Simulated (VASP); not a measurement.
Input of a VASP 6.6.1 run:

File POSCAR:

```
AlNi2
1.0
    3.9786660828      0.0000000000      0.0000000000
   -1.9893330414      3.4456259009      0.0000000000
    0.0000000000      0.0000000000      4.9093310339
Al Ni
2 4
Direct
    0.3333333333      0.6666666667      0.1899341817
    0.6666666667      0.3333333333      0.8100658183
    0.3333333333      0.6666666667      0.6853320868
    0.6666666667      0.3333333333      0.3146679132
    0.0000000000      0.0000000000      0.5000000000
    0.0000000000      0.0000000000      0.0000000000
```

Contents of INCAR.step1:

```
ALGO = Normal
EDIFF = 1E-4
ENCUT = 520
GGA = PE
ISMEAR = 0
LASPH = T
LCHARG = F
LREAL = F
LWAVE = T
NBANDS = 32
NELM = 80
PREC = Accurate
SIGMA = 0.1
```

INCAR.step2

```
ALGO = Normal
EDIFF = 1E-7
ENCUT = 520
ISIF = 2
ISMEAR = 0
ISTART = 1
LASPH = T
LCHARG = F
LMIXTAU = T
LREAL = F
LWAVE = F
METAGGA = R2SCAN
NBANDS = 32
NELM = 80
PREC = Accurate
SIGMA = 0.1
```

KPOINTS

```
k-points
0
Gamma
  12 12 8
```

Potentials or basis: VASP PAW PBE potentials, release 64 (Al, Ni).

Launch:

```console
$ cat potpaw_PBE.64/Al/POTCAR potpaw_PBE.64/Ni/POTCAR > POTCAR
$ cp INCAR.step1 INCAR
$ mpirun -np 1 vasp_std > vasp.out
$ cp INCAR.step2 INCAR
$ mpirun -np 1 vasp_std > vasp.out
```

Q: Predict the largest force.

A: 0.004 eV/Å.

Q: What does it give for the pressure?

A: 0.0 GPa.

Q: Predict the band gap on the k mesh.

A: Zero (band 23 reaches 13.93 eV, above the bottom of band 24 at 9.53 eV).

Forces in eV/Å, atoms in the order of the input:
```
Al   0.000  0.000  0.004
Al   0.000  0.000 -0.004
Ni   0.000  0.000 -0.001
Ni   0.000  0.000  0.001
Ni   0.000  0.000  0.000
Ni   0.000  0.000  0.000
```

Caveat: the PAW data sets were made with another functional, which shifts forces and pressure a little. Spin polarisation is off, so any magnetic state and its effect on volume and gap are missing.
